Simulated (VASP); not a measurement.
# Hf4Ir11 (a cell with a defect) in VASP: relaxation of the atoms with r2SCAN

Aim: the relaxation of the atoms of Hf4Ir11 (a cell with a defect) with r2SCAN.

Everything below comes from runs of VASP 6.6.1. Logs are shortened: lines on timing, memory, paths and dates and some standing lists are left out, and cuts for length are marked.

### Step 1. The cell of the first run

The cell holds a defect, 15 atoms: a = 7.852 Å, b = 7.852 Å, c = 3.926 Å, α = 90.00°, β = 90.00°, γ = 90.00°.

### Step 2. Relaxation of the atoms, r2SCAN

Input file POSCAR:

```
Hf4Ir11
1.0
    7.8520000000      0.0000000000      0.0000000000
    0.0000000000      7.8520000000      0.0000000000
    0.0000000000      0.0000000000      3.9260000000
Hf Ir
4 11
Direct
    0.0000000000      0.0000000000      0.0000000000
    0.0000000000      0.5000000000      0.0000000000
    0.5000000000      0.0000000000      0.0000000000
    0.5000000000      0.5000000000      0.0000000000
    0.0000000000      0.2500000000      0.5000000000
    0.2500000000      0.0000000000      0.5000000000
    0.0000000000      0.7500000000      0.5000000000
    0.2500000000      0.5000000000      0.5000000000
    0.2500000000      0.7500000000      0.0000000000
    0.5000000000      0.2500000000      0.5000000000
    0.7500000000      0.0000000000      0.5000000000
    0.7500000000      0.2500000000      0.0000000000
    0.5000000000      0.7500000000      0.5000000000
    0.7500000000      0.5000000000      0.5000000000
    0.7500000000      0.7500000000      0.0000000000
```

Input file INCAR.step1:

```
SYSTEM = Hf4Ir11
PREC = Accurate ; ENCUT = 500
ISMEAR = -1 ; SIGMA = 0.1
LREAL = .FALSE. ; LASPH = .TRUE.
NELM = 120 ; GGA = PE
ALGO = Normal ; EDIFF = 1E-5
LWAVE = .TRUE. ; LCHARG = .FALSE.
GGA_COMPAT = .FALSE. ; IBRION = 2
EDIFFG = -0.01 ; NELMIN = 4
NSW = 100 ; KPAR = 4
```

Input file INCAR.step2:

```
SYSTEM = Hf4Ir11
PREC = Accurate ; ENCUT = 500
EDIFF = 1E-7 ; ISMEAR = -1
SIGMA = 0.1 ; LREAL = .FALSE.
LASPH = .TRUE. ; NELM = 120
ALGO = Normal ; ISIF = 2
LWAVE = .FALSE. ; LCHARG = .FALSE.
METAGGA = R2SCAN ; LMIXTAU = .TRUE.
IBRION = 2 ; NSW = 60
EDIFFG = -0.02 ; ISTART = 1
GGA_COMPAT = .FALSE. ; NELMIN = 4
KPAR = 4
```

Input file KPOINTS:

```
Automatic mesh
0
G
  2 2 4
  0 0 0
```

Potentials or basis: VASP PAW PBE potentials, release 64 (Hf_pv, Ir).

The run is started by

```sh
$ cat potpaw_PBE.64/Hf_pv/POTCAR potpaw_PBE.64/Ir/POTCAR > POTCAR
$ cp INCAR.step1 INCAR
$ mpirun -np 4 vasp_std > vasp.out
$ cp INCAR.step2 INCAR
$ mpirun -np 4 vasp_std > vasp.out
```

OUTCAR:

```text
SYSTEM = Hf4Ir11
   PREC = Accurate
   ENCUT = 500
   EDIFF = 1E-7
   ISMEAR = -1
   LREAL = .FALSE.
   LASPH = .TRUE.
   NELM = 120
   ISIF = 2
   METAGGA = R2SCAN
   IBRION = 2
   NSW = 60
   EDIFFG = -0.02
   ISTART = 1
   NELMIN = 4

 ion  position               nearest neighbor table
   1  0.000  0.000  0.000-   5 2.78   6 2.78   7 2.78   9 2.78  11 2.78  12 2.78  15 2.78   5 2.78
                             6 2.78   7 2.78  11 2.78
   2  0.000  0.500  0.000-   5 2.78   7 2.78   8 2.78   9 2.78  12 2.78  14 2.78  15 2.78   5 2.78
                             7 2.78   8 2.78  14 2.78
   3  0.500  0.000  0.000-   6 2.78   9 2.78  10 2.78  11 2.78  12 2.78  13 2.78  15 2.78   6 2.78
                            10 2.78  11 2.78  13 2.78
   4  0.500  0.500  0.000-   8 2.78   9 2.78  10 2.78  12 2.78  13 2.78  14 2.78  15 2.78   8 2.78
                            10 2.78  13 2.78  14 2.78
   5  0.000  0.250  0.500-   1 2.78   2 2.78   6 2.78   8 2.78  11 2.78  12 2.78  14 2.78   1 2.78
                             2 2.78  12 2.78
   6  0.250  0.000  0.500-   1 2.78   3 2.78   5 2.78   7 2.78   9 2.78  10 2.78  13 2.78   1 2.78
                             3 2.78   9 2.78
   7  0.000  0.750  0.500-   1 2.78   2 2.78   6 2.78   8 2.78   9 2.78  11 2.78  14 2.78  15 2.78
                             1 2.78   2 2.78   9 2.78  15 2.78
   8  0.250  0.500  0.500-   2 2.78   4 2.78   5 2.78   7 2.78   9 2.78  10 2.78  13 2.78   2 2.78
                             4 2.78   9 2.78
   9  0.250  0.750  0.000-   1 2.78   2 2.78   3 2.78   4 2.78   6 2.78   7 2.78   8 2.78  13 2.78
                             6 2.78   7 2.78   8 2.78  13 2.78
  10  0.500  0.250  0.500-   3 2.78   4 2.78   6 2.78   8 2.78  11 2.78  12 2.78  14 2.78   3 2.78
                             4 2.78  12 2.78
  11  0.750  0.000  0.500-   1 2.78   3 2.78   5 2.78   7 2.78  10 2.78  12 2.78  13 2.78  15 2.78
                             1 2.78   3 2.78  12 2.78  15 2.78
  12  0.750  0.250  0.000-   1 2.78   2 2.78   3 2.78   4 2.78   5 2.78  10 2.78  11 2.78  14 2.78
                             5 2.78  10 2.78  11 2.78  14 2.78
  13  0.500  0.750  0.500-   3 2.78   4 2.78   6 2.78   8 2.78   9 2.78  11 2.78  14 2.78  15 2.78
                             3 2.78   4 2.78   9 2.78  15 2.78
  14  0.750  0.500  0.500-   2 2.78   4 2.78   5 2.78   7 2.78  10 2.78  12 2.78  13 2.78  15 2.78
                             2 2.78   4 2.78  12 2.78  15 2.78
  15  0.750  0.750  0.000-   1 2.78   2 2.78   3 2.78   4 2.78   7 2.78  11 2.78  13 2.78  14 2.78
                             7 2.78  11 2.78  13 2.78  14 2.78

  LATTYP: Found a simple tetragonal cell.
 ALAT       =     7.8520000000
 C/A-ratio  =     0.5000000000

  Lattice vectors:

 A1 = (   7.8520000000,   0.0000000000,   0.0000000000)
 A2 = (   0.0000000000,   7.8520000000,   0.0000000000)
 A3 = (   0.0000000000,   0.0000000000,   3.9260000000)

Analysis of symmetry for initial positions (statically):
=====================================================================
 Subroutine PRICEL returns:
 Original cell was already a primitive cell.

 Routine SETGRP: Setting up the symmetry group for a
 simple tetragonal supercell.

 Subroutine GETGRP returns: Found 16 space group operations
 (whereof  4 operations were pure point group operations)
 out of a pool of 16 trial point group operations.

The static configuration has the point symmetry C_2v.
 The point group associated with its full space group is D_4h.

Analysis of symmetry for dynamics (positions and initial velocities):
=====================================================================
 Subroutine PRICEL returns:
 Original cell was already a primitive cell.

 Routine SETGRP: Setting up the symmetry group for a
 simple tetragonal supercell.

 Subroutine GETGRP returns: Found 16 space group operations
 (whereof  4 operations were pure point group operations)
 out of a pool of 16 trial point group operations.

The dynamic configuration has the point symmetry C_2v.
 The point group associated with its full space group is D_4h.

 Subroutine INISYM returns: Found 16 space group operations
 (whereof  4 operations are pure point group operations),
 and found     1 'primitive' translations

----------------------------------------------------------------------------------------

                                     Primitive cell

  volume of cell :     242.0532

  direct lattice vectors                    reciprocal lattice vectors
     7.852000000  0.000000000  0.000000000     0.127356088  0.000000000  0.000000000
     0.000000000  7.852000000  0.000000000     0.000000000  0.127356088  0.000000000
     0.000000000  0.000000000  3.926000000     0.000000000  0.000000000  0.254712175
[... 52 lines left out ...]
     0.000000000  0.000000000  0.063678044     0.000000000  0.000000000  0.250000000

  Length of vectors
     0.063678044  0.063678044  0.063678044

  Shift w.r.t. Gamma in fractional coordinates (k-lattice)
     0.000000000  0.000000000  0.000000000

 Subroutine IBZKPT returns following result:
 ===========================================

 Found      9 irreducible k-points:

 Following reciprocal coordinates:
            Coordinates               Weight
  0.000000  0.000000  0.000000      1.000000
  0.500000  0.000000  0.000000      2.000000
  0.500000  0.500000  0.000000      1.000000
  0.000000  0.000000  0.250000      2.000000
  0.500000  0.000000  0.250000      4.000000
  0.500000  0.500000  0.250000      2.000000
  0.000000  0.000000  0.500000      1.000000
  0.500000  0.000000  0.500000      2.000000
  0.500000  0.500000  0.500000      1.000000
   k-points           NKPTS =      9   k-points in BZ     NKDIM =      9   number of bands    NBANDS=     83
   number of dos      NEDOS =    301   number of ions     NIONS =     15
   total plane-waves  NPLWV = 108000
   dimension x,y,z NGX =    60 NGY =   60 NGZ =   30
   dimension x,y,z NGXF=   120 NGYF=  120 NGZF=   60
   ions per type =               4  11
   NGX,Y,Z   is equivalent  to a cutoff of  12.70, 12.70, 12.70 a.u.
   NGXF,Y,Z  is equivalent  to a cutoff of  25.41, 25.41, 25.41 a.u.
 SYSTEM =  Hf4Ir11
   PREC   = accura    normal or accurate (medium, high low for compatibility)
   ISTART =      1    job   : 0-new  1-cont  2-samecut
   ICHARG =      0    charge: 1-file 2-atom 10-const
   ISPIN  =      1    spin polarized calculation?
   LNONCOLLINEAR =      F non collinear calculations
   LSORBIT =      F    spin-orbit coupling
   LASPH  =      T    aspherical Exc in radial PAW
   ENCUT  =  500.0 eV  36.75 Ry    6.06 a.u.  14.32 14.32  7.16*2*pi/ulx,y,z
   NELM   =    120;   NELMIN=  4; NELMDL=  0     # of ELM steps
   EDIFF  = 0.1E-06   stopping-criterion for ELM
   LREAL  =      F    real-space projection
   EDIFFG = -.2E-01   stopping-criterion for IOM
   NSW    =     60    number of steps for IOM
   IBRION =      2    ionic relax: 0-MD 1-quasi-New 2-CG
   NFREE  =      1    steps in history (QN), initial steepest desc. (CG)
   ISIF   =      2    stress and relaxation
   ISYM   =      2    0-nonsym 1-usesym 2-fastsym
   POTIM  = 0.5000    time-step for ionic-motion
   TEBEG  =    0.0;   TEEND  =   0.0 temperature during run
   PSTRESS=    0.0 pullay stress
   NELECT =     139.0000    total number of electrons
   NUPDOWN=      -1.0000    fix difference up-down
   EMIN   =  10.00;   EMAX   =-10.00  energy-range for DOS
   EFERMI =   0.00;   METHOD = LEGACY
   ISMEAR =    -1;   SIGMA  =   0.10  broadening in eV -4-tet -1-fermi 0-gaus
   EFERMI_NEDOS =   21; number of points for ismear=-14 and -15
   IALGO  =     38    algorithm
   IMIX   =      4    mixing-type and parameters
     AMIX     =   0.40;   BMIX     =  1.00
     AMIX_MAG =   1.60;   BMIX_MAG =  1.00
  volume/ion in A,a.u.               =      16.14       108.90
  Fermi-wavevector in a.u.,A,eV,Ry     =   1.360743  2.571432 25.192844  1.851622
  Thomas-Fermi vector in A             =   2.487379
   LORBIT       =      0    0 simple, 1 ext, 2 COOP (PROOUT), +10 PAW based schemes
   METAGGA = R2SCAN    functional components
   LHFCALC =     F    Hartree Fock is set to
   AEXX    =    0.0000 exact exchange contribution
   IVDW    =     0    specifies the selected vdW correction
   LEPSILON=     F    determine dielectric tensor
   LRPA    =     F    only Hartree local field effects (RPA)
 conjugate gradient relaxation of ions
 non-spin polarized calculation
  energy-cutoff  :      500.00
  volume of cell :      242.05
 maximum number of plane-waves:      6216
 NGX is ok and might be reduce to    60
   NGX = 29   NGY = 29   NGZ = 15

--------------------------------------- Ionic step        1  -------------------------------------------

 number of electron     138.9999977 magnetization

 Free energy of the ion-electron system (eV)
  ---------------------------------------------------
  ext. energy  EPLUGINS =         0.00000000
  ---------------------------------------------------
  free energy    TOTEN  =      -767.71008911 eV

  energy without entropy =     -767.33301251  energy(sigma->0) =     -767.52155081

------------------------ aborting loop because EDIFF is reached ----------------------------------------

  FORCE on cell =-STRESS in cart. coord.  units (eV):
  Direction    XX          YY          ZZ          XY          YZ          ZX
  --------------------------------------------------------------------------------------
  -------------------------------------------------------------------------------------
  Total        0.4781585      0.4781585     -0.8107440     -0.0000000     -0.0000000      0.0000000
  in kB        3.1649843      3.1649843     -5.3664052     -0.0000000     -0.0000000      0.0000000
  external PRESSURE =       0.3211878 kB  Pullay stress =       0.0000000 kB
[... 134 lines left out ...]
--------------------------------------- Ionic step        4  -------------------------------------------

 number of electron     138.9999989 magnetization

 Free energy of the ion-electron system (eV)
  ---------------------------------------------------
  ext. energy  EPLUGINS =         0.00000000
  ---------------------------------------------------
  free energy    TOTEN  =      -767.82174807 eV

  energy without entropy =     -767.44363975  energy(sigma->0) =     -767.63269391

 E-fermi :   7.6070     XC(G=0): -14.1812

 val. band max:        7.5725403590   @ k =   0.5000   0.0000   0.0000
 cond. band min:       7.6281345527   @ k =   0.0000   0.0000   0.0000
 fundamental gap:      0.0555941937
 Fermi energy:         7.6070268176

 k-point     1 :       0.0000    0.0000    0.0000
  band No.  band energies     occupation
      1     -23.8288      2.00000
      2     -23.8252      2.00000
      3     -23.8078      2.00000
      4     -23.8078      2.00000
      5     -23.7542      2.00000
      6     -23.7510      2.00000
[... 745 lines left out ...]
     80      10.2231      0.00000
     81      10.8045      0.00000
 [bands above 81 left out]

------------------------ aborting loop because EDIFF is reached ----------------------------------------

  FORCE on cell =-STRESS in cart. coord.  units (eV):
  Direction    XX          YY          ZZ          XY          YZ          ZX
  --------------------------------------------------------------------------------------
  -------------------------------------------------------------------------------------
  Total       -0.8765400     -0.8765400     -2.2333663     -0.0000000      0.0000000      0.0000000
  in kB       -5.8019161     -5.8019161    -14.7829011     -0.0000000      0.0000000      0.0000000
  external PRESSURE =      -8.7955777 kB  Pullay stress =       0.0000000 kB
[... 30 lines left out ...]
  FREE ENERGIE OF THE ION-ELECTRON SYSTEM (eV)
  ---------------------------------------------------
  free  energy   TOTEN  =      -767.8217480670 eV

  energy  without entropy=     -767.4436397545  energy(sigma->0) =     -767.63269391

 reached required accuracy - stopping structural energy minimisation
```

It took 8.9 min on 4 MPI ranks of Intel Xeon 6975P-C (Granite Rapids), shared host; peak memory 0.45 GiB.

Results:

```
Free energy                  : -767.8217 eV
Energy gained by relaxing    : 7.4 meV/atom
Ionic steps                  : 4
Pressure after relaxing      : -0.9 GPa
Largest force after relaxing : 0.013 eV/Å
Band gap on the k mesh       : zero (an odd number of electrons rules out a gap without spin polarisation)
```

Forces in eV/Å, atoms in the order of the input:
```
Hf   0.009  0.009  0.000
Hf   0.009 -0.009  0.000
Hf  -0.009  0.009  0.000
Hf  -0.009 -0.009  0.000
Ir  -0.006  0.000  0.000
Ir   0.000 -0.006  0.000
Ir   0.006  0.000  0.000
Ir   0.000  0.006  0.000
Ir   0.000  0.000  0.000
Ir   0.006  0.000  0.000
Ir   0.000  0.006  0.000
Ir   0.000  0.000  0.000
Ir  -0.006  0.000  0.000
Ir   0.000 -0.006  0.000
Ir   0.000  0.000  0.000
```

The path:
| step | energy change (eV) | largest force (eV/Å) | pressure (GPa) |
| --- | --- | --- | --- |
| 1 | 0.0000 | 0.7915 | 0.03 |
| 2 | -0.1045 | 0.1884 | -0.65 |
| 3 | -0.1075 | 0.1651 | -0.73 |
| 4 | -0.1117 | 0.0126 | -0.88 |

Final structure:
```xyz
15
Lattice="7.8520 0.0000 0.0000 0.0000 7.8520 0.0000 0.0000 0.0000 3.9260" Properties=species:S:1:pos:R:3 pbc="T T T"
Hf    0.0151    0.0151    3.9260
Hf    0.0151    3.9109    0.0000
Hf    3.9109    0.0151    0.0000
Hf    3.9109    3.9109    3.9260
Ir    0.0507    1.9630    1.9630
Ir    1.9630    0.0507    1.9630
Ir    7.8321    5.8890    1.9630
Ir    1.9630    3.8753    1.9630
Ir    1.9630    5.8890    3.9260
Ir    3.8753    1.9630    1.9630
Ir    5.8890    7.8321    1.9630
Ir    5.8890    1.9630    3.9260
Ir    3.9459    5.8890    1.9630
Ir    5.8890    3.9459    1.9630
Ir    5.8890    5.8890    3.9260
```

Caveat: the k points lie up to 0.40 Å⁻¹ apart, too coarse for converged energies and pressures of a metal; the PAW data sets were made with another functional, which shifts forces and pressure a little; spin-orbit coupling is left out, which moves the levels of the heavy elements.

The gap in the log of VASP goes by the Fermi energy; the results here count the filled bands.